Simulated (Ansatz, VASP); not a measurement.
SnGeO2: VASP beside Ansatz

```
Sn Ge O
1.0
     3.74830    0.00000    0.00000
     0.00000    3.74830    0.00000
     0.00000    0.00000    4.80733
Sn Ge O
1 1 2
Direct
  0.50000 0.50000 0.24054
  0.00000 0.00000 0.78292
  0.00000 0.50000 0.98827
  0.50000 0.00000 0.98827
```

Alike in both runs: task single point; functional PBE; k mesh 8 × 8 × 6; occupations gaussian, width 0.02 eV; no spin polarisation.

```csv
,VASP,Ansatz
version,VASP 6.6.1,Ansatz 0.2.0
potentials or method,"VASP PAW PBE potentials, release 64 (Sn_d, Ge_d, O), cutoff 520 eV","scalar-relativistic, plane waves, PAW"
valence electrons in the cell,40,40
```

Ansatz gave:

- gap on the k mesh at the Fermi level (eV): 1.00
- least direct gap on the mesh (eV): 2.22
- pressure (GPa): 0.0
- rms of the force components (eV/Å): 0.002

**Question.** Estimate VASP's values.

**Answer.** gap on the k mesh at the Fermi level (eV): 1.00; least direct gap on the mesh (eV): 2.21; pressure (GPa): 0.2; rms of the force components (eV/Å): 0.030.

Atom by atom the forces differ by 0.030 eV/Å (rms over components).
